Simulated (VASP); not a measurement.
Set up this calculation in VASP 6.6.1, as the native input.

- Task: single point
- Functional: PBE
- Potentials or basis: VASP PAW PBE potentials, release 64 (Cd, Se)
- Cutoff: 520 eV
- k mesh: 6 × 6 × 4
- Occupations: gaussian, width 0.01 eV
- Spin: no spin polarisation
- Dipole correction: no
- Further INCAR settings: ALGO = Normal; EDIFF = 1e-06; NBANDS = 26

The structure of CdSe lies in POSCAR:

```
CdSe
1.0
    4.3391000164      0.0000000000      0.0000000000
   -2.1695500082      3.7577708438      0.0000000000
    0.0000000000      0.0000000000      7.0812827247
Cd Se
2 2
Direct
    0.3333333333      0.6666666667      0.0045810698
    0.6666666667      0.3333333333      0.5045810698
    0.3333333333      0.6666666667      0.3804189302
    0.6666666667      0.3333333333      0.8804189302
```

One way to write it, as run:

INCAR

```
SYSTEM = CdSe
PREC = Accurate
ENCUT = 520
EDIFF = 1E-6
ISMEAR = 0
SIGMA = 0.01
LREAL = .False.
LASPH = .True.
NELM = 100
ALGO = Normal
ISIF = 2
LWAVE = .False.
LCHARG = .True.
GGA = PE
LELF = .True.
LVHAR = .True.
NBANDS = 26
```

KPOINTS

```
regular mesh
0
Gamma
  6 6 4
  0 0 0
```

Potentials or basis: VASP PAW PBE potentials, release 64 (Cd, Se).

Launch:

```bash
$ cat potpaw_PBE.64/Cd/POTCAR potpaw_PBE.64/Se/POTCAR > POTCAR
$ mpirun -np 1 vasp_std > vasp.out
```

It gave:

* Pressure: 1.7 GPa
* Largest force: 0.006 eV/Å
* Band gap on the k mesh: 0.61 eV

It took 59 s on 1 thread of Intel(R) Xeon(R) Platinum 8488C (Sapphire Rapids), with other jobs on the host, peak memory 0.24 GiB.
